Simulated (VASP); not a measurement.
A run of VASP 6.6.1 is set up as follows.

File INCAR:

```
SYSTEM = HF
PREC = Accurate
ENCUT = 520
EDIFF = 1E-7
ISMEAR = -1
SIGMA = 0.02
LREAL = Auto
LASPH = .TRUE.
NELM = 100
ALGO = Normal
ISIF = 2
LWAVE = .FALSE.
LCHARG = .TRUE.
GGA = PE
IVDW = 12
LELF = .TRUE.
LVHAR = .TRUE.
NBANDS = 46
```

KPOINTS

```
regular mesh
0
G
  1 1 1
  0 0 0
```

POSCAR

```
HF
1.0
    6.2556220000      0.0000000000      0.0000000000
    0.0000000000      6.2556220000      0.0000000000
    0.0000000000      0.0000000000      6.2556220000
F H
8 8
Direct
    0.4957940234      0.5949688137      0.2844481332
   -0.1432631319      0.3063164622      0.0988390923
    0.4439206845     -0.0196303421      0.2586793128
    0.1966870760      0.4275034521      0.4550147052
    0.1441423411      0.1571226650      0.7229656779
    0.5475234917      0.7160758754      0.7649279320
    0.4524250346      0.2442123261      0.9536221978
    0.9003261386      0.8390372692      0.6124410970
    0.4966092900      0.7554164878      0.2722031478
   -0.2287062741      0.3718095499      0.1984295087
    0.4355761905      0.0691378092      0.1213948029
    0.3314298722      0.4855472405      0.4071857283
    0.1771366620      0.2638906251      0.6120894133
    0.6896996014      0.7737360090      0.7208236048
    0.3294316696      0.2191628586      0.8743814764
    0.9669062485      0.9662828093      0.6753125429
```

Potentials or basis: VASP PAW PBE potentials, release 64 (F, H).

Run with:

```console
$ cat potpaw_PBE.64/F/POTCAR potpaw_PBE.64/H/POTCAR > POTCAR
$ mpirun -np 1 vasp_gam > vasp.out
```

**Question.** Estimate the pressure.

**Answer.** -0.1 GPa.

**Question.** Estimate the largest force.

**Answer.** 2.090 eV/Å.

**Question.** Predict the dispersion energy per atom.

**Answer.** -0.020 eV.

Stress tensor (GPa, compression positive):
```
 0.95 -0.13  0.47
-0.13 -1.37  0.51
 0.47  0.51  0.18
```

Caveat: the k points lie up to 1.00 Å⁻¹ apart; the atoms stand as in a frame of molecular dynamics.
